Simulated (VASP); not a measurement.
Write the native input for VASP 6.6.1 that does the following.

| Property | Result |
| --- | --- |
| Task | single point |
| Functional | PBE |
| Potentials or basis | VASP PAW PBE potentials, release 64 (Ca_sv, As, F) |
| Cutoff | 520 eV |
| k mesh | 6 × 6 × 6 |
| Occupations | gaussian, width 0.1 eV |
| Spin | no spin polarisation |
| Dipole correction | no |
| Further INCAR settings | ALGO = Normal; EDIFF = 1e-07; NBANDS = 24 |

The structure of Ca2AsF lies in POSCAR:

```
Ca2AsF
1.0
    2.0800963654      1.2009441965      6.0370217053
   -2.0800963654      1.2009441965      6.0370217053
    0.0000000000     -2.4018883930      6.0370217053
Ca As F
2 1 1
Direct
    0.2506841125      0.2506841125      0.2506841125
    0.7493158875      0.7493158875      0.7493158875
    0.5000000000      0.5000000000      0.5000000000
    0.0000000000      0.0000000000      0.0000000000
```

These files were run (other wordings do the same):

INCAR

```
SYSTEM = Ca2AsF
ALGO = Normal
EDIFF = 1E-7
ENCUT = 520
GGA = PE
ISIF = 2
ISMEAR = 0
LASPH = .True.
LCHARG = .True.
LELF = .True.
LREAL = .False.
LVHAR = .True.
LWAVE = .False.
NBANDS = 24
NELM = 80
PREC = Accurate
SIGMA = 0.1
```

KPOINTS

```
k-points
0
Gamma
  6 6 6
  0 0 0
```

Potentials or basis: VASP PAW PBE potentials, release 64 (Ca_sv, As, F).

Run with:

```sh
$ cat potpaw_PBE.64/Ca_sv/POTCAR potpaw_PBE.64/As/POTCAR potpaw_PBE.64/F/POTCAR > POTCAR
$ mpirun -np 1 vasp_std > vasp.out
```

It gave:

| Property | Result |
| --- | --- |
| Pressure | 0.3 GPa |
| Largest force | 0.044 eV/Å |
| Band gap on the k mesh | 0.79 eV |

Caveat: semilocal functionals underestimate gaps, and a narrow one can read as zero.

It took 96 s on 1 thread of Intel(R) Xeon(R) 6975P-C (Granite Rapids), with other jobs on the host, peak memory 0.35 GiB.
